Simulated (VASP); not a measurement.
Sn3Te2, 10 atoms in the cell. The structure is tetragonal, space group P4/nmm (No. 129). Conventional cell: a = 4.557 Å, b = 4.557 Å, c = 15.139 Å, α = 90.00°, β = 90.00°, γ = 90.00°. Sn (site symmetry 4mm) has 6 Te at 3.16 to 3.22 Å within 4.2 Å. Within 4.2 Å of Sn (site symmetry 4mm) lie 5 Te at 3.22 to 3.24 Å and 4 Sn at 3.58 Å. Within 4.2 Å of Sn (site symmetry -4m2) lie 8 Sn at 3.22 to 3.58 Å and 4 Te at 3.61 Å. Within 4.2 Å of Te (site symmetry 4mm) lie 9 Sn at 3.19 to 3.61 Å. Te (site symmetry 4mm) has 6 Sn at 3.16 to 3.24 Å within 4.2 Å. 

* Program: VASP 6.6.1
* Task: single point
* Functional: PBE
* Potentials or basis: VASP PAW PBE potentials, release 64 (Sn_d, Te)
* Cutoff: 520 eV
* k mesh: 6 × 6 × 2
* Occupations: gaussian, width 0.2 eV
* Spin: no spin polarisation
* Dipole correction: no
* Further INCAR settings: ALGO = Fast; EDIFF = 1e-07; NBANDS = 65

Potentials or basis: VASP PAW PBE potentials, release 64 (Sn_d, Te).

Command:

```bash
$ cat potpaw_PBE.64/Sn_d/POTCAR potpaw_PBE.64/Te/POTCAR > POTCAR
$ mpirun -np 1 vasp_std > vasp.out
```

Hardware: 1 thread of Intel(R) Xeon(R) 6975P-C (Granite Rapids) (shared host).

Estimate the wall time of this run.

Wall time 6.1 min on 1 thread of Intel(R) Xeon(R) 6975P-C (Granite Rapids), on a shared host, peak memory 0.57 GiB. Counts: scf iterations 17, k points 20.
